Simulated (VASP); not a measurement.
# SnO in VASP: single point with PBE+D3(BJ)

Aim: the single point of SnO with PBE+D3(BJ).

Program: VASP 6.6.1. These are calculated values, not measurements. Logs are shortened: lines on timing, memory, paths and dates and some standing lists are left out, and cuts for length are marked.

## (1) The cell of the first run

The cell holds a slab with vacuum, 8 atoms: a = 3.820 Å, b = 3.820 Å, c = 22.226 Å, α = 90.00°, β = 90.00°, γ = 90.00°.

## (2) Single point, PBE+D3(BJ)

File INCAR:

```
SYSTEM = SnO
  PREC = Accurate
  ENCUT = 520
  EDIFF = 1E-7
  ISMEAR = 0
  SIGMA = 0.05
  LREAL = .False.
  LASPH = .True.
  NELM = 60
  ALGO = Normal
  ISIF = 2
  LWAVE = .False.
  LCHARG = .False.
  LDIPOL = .True.
  IDIPOL = 3
  DIPOL = 0.5 0.5 0.410
  GGA = PE
  IVDW = 12
  NBANDS = 50
```

File KPOINTS:

```
regular mesh
0
Gamma
  7 7 1
  0 0 0
```

File POSCAR:

```
SnO
1.0
    3.8201526153      0.0003049773      0.0000000000
   -0.0003049773      3.8201526153      0.0000000000
    0.0000000000      0.0000000000     22.2260756252
Sn O
4 4
Direct
    0.9999453016      0.9999453016      0.2024648920
    0.4999453016      0.4999453016      0.3087413323
    0.4999453016      0.4999453016      0.5103753802
    0.9999453016      0.9999453016      0.6166496004
    0.9999453016      0.4999453016      0.2556005704
    0.4999453016      0.9999453016      0.2556005704
    0.4999453016      0.9999453016      0.5635164976
    0.9999453016      0.4999453016      0.5635164976
```

Potentials or basis: VASP PAW PBE potentials, release 64 (Sn_d, O).

On the command line:

```
$ cat potpaw_PBE.64/Sn_d/POTCAR potpaw_PBE.64/O/POTCAR > POTCAR
$ mpirun -np 1 vasp_std > vasp.out
```

OUTCAR:

```text
SYSTEM = SnO
   PREC = Accurate
   ENCUT = 520
   EDIFF = 1E-7
   ISMEAR = 0
   LREAL = .False.
   LASPH = .True.
   NELM = 60
   ISIF = 2
   GGA = PE
   IVDW = 12
 IVDW          = 12

 ion  position               nearest neighbor table
   1  1.000  1.000  0.202-   5 2.25   6 2.25   5 2.25   6 2.25   2 3.59   2 3.59   2 3.59   2 3.59

   2  0.500  0.500  0.309-   5 2.25   6 2.25   6 2.25   5 2.25   1 3.59   1 3.59   1 3.59   1 3.59

   3  0.500  0.500  0.510-   7 2.25   8 2.25   7 2.25   8 2.25   4 3.59   4 3.59   4 3.59   4 3.59

   4  1.000  1.000  0.617-   7 2.25   8 2.25   8 2.25   7 2.25   3 3.59   3 3.59   3 3.59   3 3.59

   5  1.000  0.500  0.256-   1 2.25   1 2.25   2 2.25   2 2.25
   6  0.500  1.000  0.256-   1 2.25   1 2.25   2 2.25   2 2.25
   7  0.500  1.000  0.564-   4 2.25   4 2.25   3 2.25   3 2.25
   8  1.000  0.500  0.564-   4 2.25   4 2.25   3 2.25   3 2.25

  LATTYP: Found a simple tetragonal cell.
 ALAT       =     3.8201526275
 C/A-ratio  =     5.8181119428

  Lattice vectors:

 A1 = (   3.8201526153,   0.0003049773,   0.0000000000)
 A2 = (  -0.0003049773,   3.8201526153,   0.0000000000)
 A3 = (   0.0000000000,   0.0000000000,  22.2260756252)

Analysis of symmetry for initial positions (statically):
=====================================================================
 Subroutine PRICEL returns:
 Original cell was already a primitive cell.

 Routine SETGRP: Setting up the symmetry group for a
 simple tetragonal supercell.

 Subroutine GETGRP returns: Found 16 space group operations
 (whereof  2 operations were pure point group operations)
 out of a pool of 16 trial point group operations.

The static configuration has the point symmetry C_1h.
 The point group associated with its full space group is D_4h.

Analysis of symmetry for dynamics (positions and initial velocities):
=====================================================================
 Subroutine PRICEL returns:
 Original cell was already a primitive cell.

 Routine SETGRP: Setting up the symmetry group for a
 simple tetragonal supercell.

 Subroutine GETGRP returns: Found 16 space group operations
 (whereof  2 operations were pure point group operations)
 out of a pool of 16 trial point group operations.

The dynamic configuration has the point symmetry C_1h.
 The point group associated with its full space group is D_4h.

 Subroutine INISYM returns: Found 16 space group operations
 (whereof  2 operations are pure point group operations),
 and found     1 'primitive' translations

----------------------------------------------------------------------------------------

                                     Primitive cell

  volume of cell :     324.3577

  direct lattice vectors                    reciprocal lattice vectors
     3.820152615  0.000304977  0.000000000     0.261769645  0.000020898  0.000000000
    -0.000304977  3.820152615  0.000000000    -0.000020898  0.261769645  0.000000000
     0.000000000  0.000000000 22.226075625     0.000000000  0.000000000  0.044992198

  length of vectors
     3.820152627  3.820152627 22.226075625     0.261769646  0.261769646  0.044992198

  position of ions in fractional coordinates (direct lattice)
     0.999945302  0.999945302  0.202464892
     0.499945302  0.499945302  0.308741332
     0.499945302  0.499945302  0.510375380
     0.999945302  0.999945302  0.616649600
     0.999945302  0.499945302  0.255600570
     0.499945302  0.999945302  0.255600570
     0.499945302  0.999945302  0.563516498
     0.999945302  0.499945302  0.563516498

  ion indices of the primitive-cell ions
   primitive index   ion index
                 1           1
                 2           2
                 3           3
                 4           4
                 5           5
                 6           6
                 7           7
                 8           8

----------------------------------------------------------------------------------------

 KPOINTS: regular mesh

Automatic generation of k-mesh.
 Grid dimensions read from file:
 generate k-points for:    7    7    1

 Generating k-lattice:

  Cartesian coordinates                     Fractional coordinates (reciprocal lattice)
     0.037395664  0.000002985  0.000000000     0.142857143 -0.000000000  0.000000000
    -0.000002985  0.037395664  0.000000000     0.000000000  0.142857143  0.000000000
     0.000000000  0.000000000  0.044992198     0.000000000  0.000000000  1.000000000

  Length of vectors
     0.037395664  0.037395664  0.044992198

  Shift w.r.t. Gamma in fractional coordinates (k-lattice)
     0.000000000  0.000000000  0.000000000

 Subroutine IBZKPT returns following result:
 ===========================================

 Found     10 irreducible k-points:

 Following reciprocal coordinates:
            Coordinates               Weight
  0.000000  0.000000  0.000000      1.000000
  0.142857  0.000000  0.000000      4.000000
  0.285714  0.000000  0.000000      4.000000
  0.428571  0.000000  0.000000      4.000000
  0.142857  0.142857  0.000000      4.000000
  0.285714  0.142857  0.000000      8.000000
  0.428571  0.142857  0.000000      8.000000
  0.285714  0.285714  0.000000      4.000000
  0.428571  0.285714  0.000000      8.000000
  0.428571  0.428571  0.000000      4.000000
   k-points           NKPTS =     10   k-points in BZ     NKDIM =     10   number of bands    NBANDS=     50
   number of dos      NEDOS =    301   number of ions     NIONS =      8
   total plane-waves  NPLWV = 131712
   dimension x,y,z NGX =    28 NGY =   28 NGZ =  168
   dimension x,y,z NGXF=    56 NGYF=   56 NGZF=  336
   ions per type =               4   4
   NGX,Y,Z   is equivalent  to a cutoff of  12.19, 12.19, 12.57 a.u.
   NGXF,Y,Z  is equivalent  to a cutoff of  24.37, 24.37, 25.13 a.u.
 SYSTEM =  SnO
   PREC   = accura    normal or accurate (medium, high low for compatibility)
   ISTART =      0    job   : 0-new  1-cont  2-samecut
   ICHARG =      2    charge: 1-file 2-atom 10-const
   ISPIN  =      1    spin polarized calculation?
   LNONCOLLINEAR =      F non collinear calculations
   LSORBIT =      F    spin-orbit coupling
   LASPH  =      T    aspherical Exc in radial PAW
   ENCUT  =  520.0 eV  38.22 Ry    6.18 a.u.   7.10  7.10 41.33*2*pi/ulx,y,z
   NELM   =     60;   NELMIN=  2; NELMDL= -5     # of ELM steps
   EDIFF  = 0.1E-06   stopping-criterion for ELM
   LREAL  =      F    real-space projection
   EDIFFG = 0.1E-05   stopping-criterion for IOM
   NSW    =      0    number of steps for IOM
   IBRION =     -1    ionic relax: 0-MD 1-quasi-New 2-CG
   NFREE  =      0    steps in history (QN), initial steepest desc. (CG)
   ISIF   =      2    stress and relaxation
   ISYM   =      2    0-nonsym 1-usesym 2-fastsym
   POTIM  = 0.5000    time-step for ionic-motion
   TEBEG  =    0.0;   TEEND  =   0.0 temperature during run
   PSTRESS=    0.0 pullay stress
   NELECT =      80.0000    total number of electrons
   NUPDOWN=      -1.0000    fix difference up-down
   EMIN   =  10.00;   EMAX   =-10.00  energy-range for DOS
   EFERMI =   0.00;   METHOD = LEGACY
   ISMEAR =     0;   SIGMA  =   0.05  broadening in eV -4-tet -1-fermi 0-gaus
   EFERMI_NEDOS =   21; number of points for ismear=-14 and -15
   IALGO  =     38    algorithm
   IMIX   =      4    mixing-type and parameters
     AMIX     =   0.40;   BMIX     =  1.00
     AMIX_MAG =   1.60;   BMIX_MAG =  1.00
  volume/ion in A,a.u.               =      40.54       273.61
  Fermi-wavevector in a.u.,A,eV,Ry     =   1.026668  1.940121 14.341187  1.054047
  Thomas-Fermi vector in A             =   2.160573
   LORBIT       =      0    0 simple, 1 ext, 2 COOP (PROOUT), +10 PAW based schemes
   GGA     = PE    functional components
   LHFCALC =     F    Hartree Fock is set to
   AEXX    =    0.0000 exact exchange contribution
   IVDW    =    12    specifies the selected vdW correction
   LEPSILON=     F    determine dielectric tensor
   LRPA    =     F    only Hartree local field effects (RPA)
 non-spin polarized calculation
 Gauss-broadening in eV      SIGMA  =   0.05
  energy-cutoff  :      520.00
  volume of cell :      324.36
 maximum number of plane-waves:      8769
   NGX = 15   NGY = 15   NGZ = 83

 dipolmoment           0.000000      0.000000      0.000131 electrons x Angstroem

 number of electron      79.9999971 magnetization

 dipolmoment           0.000000      0.000000     -0.000941 electrons x Angstroem

 Free energy of the ion-electron system (eV)
  ---------------------------------------------------
  ext. energy  EPLUGINS =         0.00000000
  ---------------------------------------------------
  free energy    TOTEN  =       -45.14514389 eV

  energy without entropy =      -45.14514389  energy(sigma->0) =      -45.14514389

 E-fermi :   0.0642     XC(G=0):  -5.3397

 val. band max:       -0.2433405484   @ k =   0.1429   0.1429   0.0000
 cond. band min:       2.3320905432   @ k =   0.0000   0.0000   0.0000
 fundamental gap:      2.5754310916
 Fermi energy:         0.0642486880

 k-point     1 :       0.0000    0.0000    0.0000
  band No.  band energies     occupation
      1     -21.0485      2.00000
      2     -21.0415      2.00000
      3     -20.6868      2.00000
      4     -20.6800      2.00000
      5     -20.6495      2.00000
      6     -20.6495      2.00000
[... 42 lines left out ...]
     49       5.2149      0.00000
     50       5.2295      0.00000

 k-point     2 :       0.1429    0.0000    0.0000
  band No.  band energies     occupation
      1     -21.0395      2.00000
      2     -21.0326      2.00000
      3     -20.6876      2.00000
      4     -20.6807      2.00000
      5     -20.6512      2.00000
      6     -20.6486      2.00000
[... 416 lines left out ...]
 k-point    10 :       0.4286    0.4286    0.0000
  band No.  band energies     occupation
      1     -20.9894      2.00000
      2     -20.9824      2.00000
      3     -20.9755      2.00000
      4     -20.9685      2.00000
      5     -20.6554      2.00000
      6     -20.6508      2.00000
[... 42 lines left out ...]
     49       6.0083      0.00000
     50       6.0157      0.00000

------------------------ aborting loop because EDIFF is reached ----------------------------------------

 vacuum level on the upper side and lower side of the slab       (xc-potential included)        -0.156        -0.139

 Edisp (eV)   -1.21543

 E8    (eV) :    -0.5370

  FORCE on cell =-STRESS in cart. coord.  units (eV):
  Direction    XX          YY          ZZ          XY          YZ          ZX
  --------------------------------------------------------------------------------------
  -------------------------------------------------------------------------------------
  Total       0.22295     0.22295     0.29089     0.00000     0.00000    -0.00000
  in kB       1.10125     1.10125     1.43685     0.00000     0.00000    -0.00000
  external pressure =        1.21 kB  Pullay stress =        0.00 kB

 VOLUME and BASIS-vectors are now :
 -----------------------------------------------------------------------------
  energy-cutoff  :      520.00
  volume of cell :      324.36
      direct lattice vectors                 reciprocal lattice vectors
     3.820152615  0.000304977  0.000000000     0.261769645  0.000020898  0.000000000
    -0.000304977  3.820152615  0.000000000    -0.000020898  0.261769645  0.000000000
     0.000000000  0.000000000 22.226075625     0.000000000  0.000000000  0.044992198

 POSITION                                       TOTAL-FORCE (eV/Angst)
 -----------------------------------------------------------------------------------
      3.81964      3.82025      4.50000         0.000000      0.000000     -0.096769
      1.90971      1.91002      6.86211         0.000000      0.000000      0.096522
      1.90971      1.91002     11.34364         0.000000      0.000000     -0.096522
      3.81964      3.82025     13.70570        -0.000000     -0.000000      0.096769
      3.81979      1.91017      5.68100        -0.000000     -0.000000      0.000468
      1.90956      3.82010      5.68100        -0.000000      0.000000      0.000468
      1.90956      3.82010     12.52476        -0.000000     -0.000000     -0.000468
      3.81979      1.91017     12.52476        -0.000000     -0.000000     -0.000468
 -----------------------------------------------------------------------------------
    total drift:                               -0.000001     -0.000001     -0.271662

  FREE ENERGIE OF THE ION-ELECTRON SYSTEM (eV)
  ---------------------------------------------------
  free  energy   TOTEN  =       -46.3605692263 eV

  energy  without entropy=      -46.3605692263  energy(sigma->0) =      -46.36056923

 vacuum level on the upper side and lower side of the slab         4.800         4.819
```

It took 4.5 min on 1 thread of Intel Xeon Platinum 8175M at 2.50GHz (Skylake/Cascade Lake), shared host; peak memory 0.39 GiB.

Results:

* Free energy: -46.3606 eV
* Largest force: 0.097 eV/Å
* Band gap on the k mesh: 2.58 eV, indirect (least direct gap 2.61 eV)
* Dispersion energy per atom: -0.152 eV

Forces in eV/Å, atoms in the order of the input:
```
Sn   0.000  0.000 -0.097
Sn   0.000  0.000  0.097
Sn   0.000  0.000 -0.097
Sn   0.000  0.000  0.097
O    0.000  0.000  0.000
O    0.000  0.000  0.000
O    0.000  0.000  0.000
O    0.000  0.000  0.000
```

Caveat: spin-orbit coupling is left out, which moves the levels of the heavy elements.
